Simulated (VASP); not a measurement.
Sr, 2 atoms in the cell. Symmetry: P6_3/mmc, No. 194, hexagonal system. The conventional cell has a = 4.306 Å, b = 4.306 Å, c = 7.115 Å, α = 90.00°, β = 90.00°, γ = 120.00°. Within 5.6 Å of Sr (site symmetry -6m2) lie 12 Sr at 4.31 to 4.34 Å. This isn't the form of Sr at room conditions, which is fcc.

```yaml
Program: VASP 6.6.1
Task: single point
Functional: r2SCAN
Potentials_or_basis: VASP PAW PBE potentials, release 64 (Sr_sv)
Cutoff: 520 eV
k_mesh: 12 × 12 × 6
Occupations: gaussian, width 0.1 eV
Spin: no spin polarisation
Dipole_correction: no
Further_INCAR_settings: ALGO = Normal; EDIFF = 1e-06; NBANDS = 17
```

Potentials or basis: VASP PAW PBE potentials, release 64 (Sr_sv).

The run is started by

```sh
$ cat potpaw_PBE.64/Sr_sv/POTCAR > POTCAR
$ cp INCAR.step1 INCAR
$ mpirun -np 1 vasp_std > vasp.out
$ cp INCAR.step2 INCAR
$ mpirun -np 1 vasp_std > vasp.out
```

Hardware: 1 thread of Intel Xeon 8259CL, with other jobs on the host.

How long does it take, and how much memory?

It took 7.5 min on 1 thread of Intel Xeon 8259CL, with other jobs on the host, peak memory 0.32 GiB. Counts: k points 76.
